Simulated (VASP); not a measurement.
# BN in VASP: single point with PBE+D3(BJ)

Aim: the single point of BN with PBE+D3(BJ).

Everything below comes from runs of VASP 6.6.1. Logs are shortened: lines on timing, memory, paths and dates and some standing lists are left out, and cuts for length are marked.

### Step 1. The cell of the first run

The cell holds a slab with vacuum, 4 atoms: a = 2.509 Å, b = 2.509 Å, c = 17.500 Å, α = 90.00°, β = 90.00°, γ = 120.00°.

### Step 2. Single point, PBE+D3(BJ)

File INCAR:

```
SYSTEM = BN
PREC     = Accurate       ! precision mode
ENCUT    = 520            ! plane-wave cutoff, eV
EDIFF    = 1E-6           ! SCF threshold, eV
ISMEAR   = 0              ! smearing method
SIGMA    = 0.05           ! smearing width, eV
LREAL    = .FALSE.        ! projectors in reciprocal space
LASPH    = .TRUE.         ! aspherical terms in the spheres
NELM     = 80             ! most SCF steps
ALGO     = Normal         ! electronic algorithm
ISIF     = 2              ! what is computed and relaxed
LWAVE    = .FALSE.        ! write WAVECAR
LCHARG   = .TRUE.         ! write CHGCAR
LDIPOL   = .TRUE.       
IDIPOL   = 3            
DIPOL    = 0.5 0.5 0.364
GGA      = PE             ! functional
IVDW     = 12             ! dispersion correction
LELF     = .TRUE.         ! ELF
LVHAR    = .TRUE.       
LVACPOTAV= .TRUE.       
NBANDS   = 16             ! bands
```

File KPOINTS:

```
Automatic mesh
0
G
  12 12 1
  0 0 0
```

File POSCAR:

```
BN
1.0
    2.5087622849      0.0000000000      0.0000000000
   -1.2543811425      2.1726518708      0.0000000000
    0.0000000000      0.0000000000     17.5000000000
B N
2 2
Direct
    0.0000000000      0.0000000000      0.2571428571
    0.1666666667      0.6666666667      0.4702857143
    0.6666666667      0.3333333333      0.2571428571
    0.8333333333      1.0000000000      0.4702857143
```

Potentials or basis: VASP PAW PBE potentials, release 64 (B, N).

Started as:

```sh
$ cat potpaw_PBE.64/B/POTCAR potpaw_PBE.64/N/POTCAR > POTCAR
$ mpirun -np 1 vasp_std > vasp.out
```

OUTCAR:

```text
SYSTEM = BN
   PREC = Accurate
   ENCUT = 520
   EDIFF = 1E-6
   ISMEAR = 0
   LREAL = .FALSE.
   LASPH = .TRUE.
   NELM = 80
   ISIF = 2
   GGA = PE
   IVDW = 12
 IVDW          = 12

 ion  position               nearest neighbor table
   1  0.000  0.000  0.257-   3 1.45   3 1.45   3 1.45
   2  0.167  0.667  0.470-   4 1.45   4 1.45   4 1.45
   3  0.667  0.333  0.257-   1 1.45   1 1.45   1 1.45
   4  0.833  0.000  0.470-   2 1.45   2 1.45   2 1.45

  LATTYP: Found a hexagonal cell.
 ALAT       =     2.5087622849
 C/A-ratio  =     6.9755512929

  Lattice vectors:

 A1 = (   2.5087622849,   0.0000000000,   0.0000000000)
 A2 = (  -1.2543811425,   2.1726518708,   0.0000000000)
 A3 = (   0.0000000000,   0.0000000000,  17.5000000000)

Analysis of symmetry for initial positions (statically):
=====================================================================
 Subroutine PRICEL returns:
 Original cell was already a primitive cell.

 Routine SETGRP: Setting up the symmetry group for a
 hexagonal supercell.

 Subroutine GETGRP returns: Found  1 space group operations
 (whereof  1 operations were pure point group operations)
 out of a pool of 24 trial point group operations.

The static configuration has the point symmetry C_1 .

Analysis of symmetry for dynamics (positions and initial velocities):
=====================================================================
 Subroutine PRICEL returns:
 Original cell was already a primitive cell.

 Routine SETGRP: Setting up the symmetry group for a
 hexagonal supercell.

 Subroutine GETGRP returns: Found  1 space group operations
 (whereof  1 operations were pure point group operations)
 out of a pool of 24 trial point group operations.

The dynamic configuration has the point symmetry C_1 .

 Subroutine INISYM returns: Found  1 space group operations
 (whereof  1 operations are pure point group operations),
 and found     1 'primitive' translations

----------------------------------------------------------------------------------------

                                     Primitive cell

  volume of cell :      95.3867

  direct lattice vectors                    reciprocal lattice vectors
     2.508762285  0.000000000  0.000000000     0.398602931  0.230133510  0.000000000
    -1.254381142  2.172651871  0.000000000     0.000000000  0.460267019  0.000000000
     0.000000000  0.000000000 17.500000000     0.000000000  0.000000000  0.057142857

  length of vectors
     2.508762285  2.508762285 17.500000000     0.460267019  0.460267019  0.057142857

  position of ions in fractional coordinates (direct lattice)
     0.000000000  0.000000000  0.257142857
     0.166666667  0.666666667  0.470285714
     0.666666667  0.333333333  0.257142857
     0.833333333  0.000000000  0.470285714

  ion indices of the primitive-cell ions
   primitive index   ion index
                 1           1
                 2           2
                 3           3
                 4           4

----------------------------------------------------------------------------------------

 KPOINTS: Automatic mesh

Automatic generation of k-mesh.
 Grid dimensions read from file:
 generate k-points for:   12   12    1

 Generating k-lattice:

  Cartesian coordinates                     Fractional coordinates (reciprocal lattice)
     0.033216911  0.019177792  0.000000000     0.083333333  0.000000000  0.000000000
     0.000000000  0.038355585  0.000000000     0.000000000  0.083333333  0.000000000
     0.000000000  0.000000000  0.057142857     0.000000000  0.000000000  1.000000000

  Length of vectors
     0.038355585  0.038355585  0.057142857

  Shift w.r.t. Gamma in fractional coordinates (k-lattice)
     0.000000000  0.000000000  0.000000000

 Subroutine IBZKPT returns following result:
 ===========================================

 Found     74 irreducible k-points:

 Following reciprocal coordinates:
            Coordinates               Weight
  0.000000  0.000000  0.000000      1.000000
  0.083333 -0.000000  0.000000      2.000000
  0.000000  0.083333  0.000000      2.000000
 -0.083333  0.083333  0.000000      2.000000
  0.166667  0.000000  0.000000      2.000000
  0.000000  0.166667  0.000000      2.000000
[... 16 lines left out ...]
  0.166667  0.083333  0.000000      2.000000
 -0.083333  0.250000  0.000000      2.000000
 [... further k-points ...]
   k-points           NKPTS =     74   k-points in BZ     NKDIM =     74   number of bands    NBANDS=     16
   number of dos      NEDOS =    301   number of ions     NIONS =      4
   total plane-waves  NPLWV =  56000
   dimension x,y,z NGX =    20 NGY =   20 NGZ =  140
   dimension x,y,z NGXF=    40 NGYF=   40 NGZF=  280
   ions per type =               2   2
   NGX,Y,Z   is equivalent  to a cutoff of  13.25, 13.25, 13.30 a.u.
   NGXF,Y,Z  is equivalent  to a cutoff of  26.51, 26.51, 26.60 a.u.
 SYSTEM =  BN
   PREC   = accura    normal or accurate (medium, high low for compatibility)
   ISTART =      0    job   : 0-new  1-cont  2-samecut
   ICHARG =      2    charge: 1-file 2-atom 10-const
   ISPIN  =      1    spin polarized calculation?
   LNONCOLLINEAR =      F non collinear calculations
   LSORBIT =      F    spin-orbit coupling
   LASPH  =      T    aspherical Exc in radial PAW
   ENCUT  =  520.0 eV  38.22 Ry    6.18 a.u.   4.66  4.66 32.54*2*pi/ulx,y,z
   NELM   =     80;   NELMIN=  2; NELMDL= -5     # of ELM steps
   EDIFF  = 0.1E-05   stopping-criterion for ELM
   LREAL  =      F    real-space projection
   EDIFFG = 0.1E-04   stopping-criterion for IOM
   NSW    =      0    number of steps for IOM
   IBRION =     -1    ionic relax: 0-MD 1-quasi-New 2-CG
   NFREE  =      0    steps in history (QN), initial steepest desc. (CG)
   ISIF   =      2    stress and relaxation
   ISYM   =      2    0-nonsym 1-usesym 2-fastsym
   POTIM  = 0.5000    time-step for ionic-motion
   TEBEG  =    0.0;   TEEND  =   0.0 temperature during run
   PSTRESS=    0.0 pullay stress
   NELECT =      16.0000    total number of electrons
   NUPDOWN=      -1.0000    fix difference up-down
   EMIN   =  10.00;   EMAX   =-10.00  energy-range for DOS
   EFERMI =   0.00;   METHOD = LEGACY
   ISMEAR =     0;   SIGMA  =   0.05  broadening in eV -4-tet -1-fermi 0-gaus
   EFERMI_NEDOS =   21; number of points for ismear=-14 and -15
   IALGO  =     38    algorithm
   IMIX   =      4    mixing-type and parameters
     AMIX     =   0.40;   BMIX     =  1.00
     AMIX_MAG =   1.60;   BMIX_MAG =  1.00
  volume/ion in A,a.u.               =      23.85       160.93
  Fermi-wavevector in a.u.,A,eV,Ry     =   0.902857  1.706152 11.090797  0.815151
  Thomas-Fermi vector in A             =   2.026112
   LORBIT       =      0    0 simple, 1 ext, 2 COOP (PROOUT), +10 PAW based schemes
   GGA     = PE    functional components
   LHFCALC =     F    Hartree Fock is set to
   AEXX    =    0.0000 exact exchange contribution
   IVDW    =    12    specifies the selected vdW correction
   LEPSILON=     F    determine dielectric tensor
   LRPA    =     F    only Hartree local field effects (RPA)
 non-spin polarized calculation
 Gauss-broadening in eV      SIGMA  =   0.05
  energy-cutoff  :      520.00
  volume of cell :       95.39
 maximum number of plane-waves:      2588
   NGX =  9   NGY =  9   NGZ = 65

 dipolmoment           0.000000      0.000000      0.000243 electrons x Angstroem

 number of electron      16.0000000 magnetization

 dipolmoment           0.000000      0.000000     -0.000731 electrons x Angstroem

 Free energy of the ion-electron system (eV)
  ---------------------------------------------------
  ext. energy  EPLUGINS =         0.00000000
  ---------------------------------------------------
  free energy    TOTEN  =       -35.19836666 eV

  energy without entropy =      -35.19836666  energy(sigma->0) =      -35.19836666

 E-fermi :  -2.4539     XC(G=0):  -4.3728

 val. band max:       -2.7114831027   @ k =   0.3333   0.3333   0.0000
 cond. band min:       1.7355804544   @ k =   0.5000   0.0000   0.0000
 fundamental gap:      4.4470635571
 Fermi energy:        -2.4539077249

 k-point     1 :       0.0000    0.0000    0.0000
  band No.  band energies     occupation
      1     -20.4170      2.00000
      2     -20.3553      2.00000
      3      -8.2566      2.00000
      4      -7.6788      2.00000
      5      -4.1072      2.00000
      6      -4.1071      2.00000
[... 8 lines left out ...]
     15       8.4892      0.00000
     16       8.7795      0.00000

 k-point     2 :       0.0833   -0.0000    0.0000
  band No.  band energies     occupation
      1     -20.2834      2.00000
      2     -20.2227      2.00000
      3      -8.0752      2.00000
      4      -7.5035      2.00000
      5      -4.6658      2.00000
      6      -4.6402      2.00000
[... 8 lines left out ...]
     15       8.4929      0.00000
     16       8.7146      0.00000

 k-point     3 :       0.0000    0.0833    0.0000
  band No.  band energies     occupation
      1     -20.2834      2.00000
      2     -20.2227      2.00000
      3      -8.0751      2.00000
      4      -7.5036      2.00000
      5      -4.6651      2.00000
      6      -4.6405      2.00000
[... 8 lines left out ...]
     15       8.4968      0.00000
     16       8.7187      0.00000

 k-point     4 :      -0.0833    0.0833    0.0000
  band No.  band energies     occupation
      1     -20.2834      2.00000
      2     -20.2227      2.00000
      3      -8.0751      2.00000
      4      -7.5036      2.00000
      5      -4.6649      2.00000
      6      -4.6405      2.00000
[... 8 lines left out ...]
     15       8.4985      0.00000
     16       8.7212      0.00000

 k-point     5 :       0.1667    0.0000    0.0000
  band No.  band energies     occupation
      1     -19.8902      2.00000
      2     -19.8322      2.00000
      3      -7.5391      2.00000
      4      -6.9870      2.00000
      5      -6.0742      2.00000
      6      -6.0432      2.00000
[... 8 lines left out ...]
     15       8.2035      0.00000
     16       8.5607      0.00000

 k-point     6 :       0.0000    0.1667    0.0000
  band No.  band energies     occupation
      1     -19.8902      2.00000
      2     -19.8322      2.00000
      3      -7.5388      2.00000
      4      -6.9875      2.00000
      5      -6.0717      2.00000
      6      -6.0451      2.00000
[... 8 lines left out ...]
     15       8.2210      0.00000
     16       8.5465      0.00000
[... 267 lines left out ...]
 k-point    21 :      -0.0833    0.1667    0.0000
  band No.  band energies     occupation
      1     -20.0199      2.00000
      2     -19.9610      2.00000
      3      -7.7159      2.00000
      4      -7.1577      2.00000
      5      -5.5793      2.00000
      6      -5.5545      2.00000
[... 8 lines left out ...]
     15       8.6493      0.00000
     16       8.7829      0.00000

 k-point    22 :      -0.1667    0.0833    0.0000
  band No.  band energies     occupation
      1     -20.0199      2.00000
      2     -19.9610      2.00000
      3      -7.7161      2.00000
      4      -7.1574      2.00000
      5      -5.5802      2.00000
      6      -5.5542      2.00000
[... 8 lines left out ...]
     15       8.6492      0.00000
     16       8.7765      0.00000

 k-point    23 :       0.1667    0.0833    0.0000
  band No.  band energies     occupation
      1     -19.5092      2.00000
      2     -19.4538      2.00000
      3      -7.0877      2.00000
      4      -7.0448      2.00000
      5      -6.9868      2.00000
      6      -6.4789      2.00000
[... 8 lines left out ...]
     15       7.7207      0.00000
     16       8.6754      0.00000

 k-point    24 :      -0.0833    0.2500    0.0000
  band No.  band energies     occupation
      1     -19.5091      2.00000
      2     -19.4540      2.00000
      3      -7.0844      2.00000
      4      -7.0504      2.00000
      5      -6.9830      2.00000
      6      -6.4796      2.00000
[... 8 lines left out ...]
     15       7.6802      0.00000
     16       8.6620      0.00000

 [... further k-points ...]

------------------------ aborting loop because EDIFF is reached ----------------------------------------

 Edisp (eV)   -0.39200

 E8    (eV) :    -0.1195

  FORCE on cell =-STRESS in cart. coord.  units (eV):
  Direction    XX          YY          ZZ          XY          YZ          ZX
  --------------------------------------------------------------------------------------
  -------------------------------------------------------------------------------------
  Total      -0.04420    -0.04066    -0.21204    -0.00962    -0.00977     0.01685
  in kB      -0.74244    -0.68292    -3.56150    -0.16165    -0.16403     0.28306
  external pressure =       -1.66 kB  Pullay stress =        0.00 kB

 VOLUME and BASIS-vectors are now :
 -----------------------------------------------------------------------------
  energy-cutoff  :      520.00
  volume of cell :       95.39
      direct lattice vectors                 reciprocal lattice vectors
     2.508762285  0.000000000  0.000000000     0.398602931  0.230133510  0.000000000
    -1.254381142  2.172651871  0.000000000     0.000000000  0.460267019  0.000000000
     0.000000000  0.000000000 17.500000000     0.000000000  0.000000000  0.057142857

 POSITION                                       TOTAL-FORCE (eV/Angst)
 -----------------------------------------------------------------------------------
      0.00000      0.00000      4.50000        -0.001117     -0.000790      0.032940
     -0.41813      1.44843      8.23000        -0.002617      0.000044     -0.030984
      1.25438      0.72422      4.50000        -0.003396      0.003392      0.012815
      2.09064      0.00000      8.23000         0.007130     -0.002646     -0.014771
 -----------------------------------------------------------------------------------
    total drift:                               -0.000020      0.000044      0.000120

  FREE ENERGIE OF THE ION-ELECTRON SYSTEM (eV)
  ---------------------------------------------------
  free  energy   TOTEN  =       -35.5903707636 eV

  energy  without entropy=      -35.5903707636  energy(sigma->0) =      -35.59037076

 vacuum level on the upper side and lower side of the slab         3.057         3.081
```

It took 91 s on 1 thread of Intel Xeon 6975P-C (Granite Rapids), shared host; peak memory 0.28 GiB.

Results:

| Quantity | Value |
| --- | --- |
| Free energy | -35.5904 eV |
| Largest force | 0.033 eV/Å |
| Band gap on the k mesh | 4.45 eV, indirect (least direct gap 4.52 eV) |
| Dispersion energy per atom | -0.098 eV |

Forces in eV/Å, atoms in the order of the input:
```
B   -0.001 -0.001  0.033
B   -0.003  0.000 -0.031
N   -0.003  0.003  0.013
N    0.007 -0.003 -0.015
```

Levels at points of the mesh, in eV from the valence-band top:
| k point | band 6 | band 7 | band 8 | band 9 | band 10 | band 11 |
| --- | --- | --- | --- | --- | --- | --- |
| (0.00, 0.00, 0.00) | -1.40 | -1.37 | -1.37 | 4.64 | 5.26 | 6.04 |
| (0.50, 0.00, 0.00) | -4.15 | -1.08 | -0.81 | 4.45 | 5.06 | 9.56 |
| (0.00, 0.50, 0.00) | -4.15 | -1.02 | -0.87 | 4.57 | 4.93 | 9.61 |
| (0.50, 0.50, 0.00) | -4.15 | -0.96 | -0.94 | 4.73 | 4.77 | 9.63 |
